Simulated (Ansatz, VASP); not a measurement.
One calculation of ReP, two programs

```
CELL_PARAMETERS angstrom
0.00000 2.51404 2.51404
2.51404 0.00000 2.51404
2.51404 2.51404 0.00000
ATOMIC_POSITIONS crystal
Re 0.50000 0.50000 0.50000
P 0.00000 0.00000 0.00000
```

Alike in both runs: task single point; functional PBE; k mesh 12 × 12 × 12; occupations gaussian, width 0.05 eV; no spin polarisation.

```csv
,VASP,Ansatz
version,VASP 6.6.1,Ansatz 0.2.0
potentials or method,"VASP PAW PBE potentials, release 64 (Re, P), cutoff 520 eV","scalar-relativistic, plane waves, PAW"
valence electrons in the cell,12,20
```

|  | VASP | Ansatz | Ansatz less VASP |
| --- | --- | --- | --- |
| gap on the k mesh at the Fermi level (eV) | none | none | - |
| pressure (GPa) | -12.2 | -12.6 | -0.41 |

A gap of «none» marks a metal or a gap that the smearing closes. With one functional, cell and mesh, what is left measures potentials, basis and numerics. VASP's potentials hold 12 valence electrons a cell and Ansatz's 20, so a difference there can come from the potentials and not from the codes.

Spin-orbit coupling is off throughout.
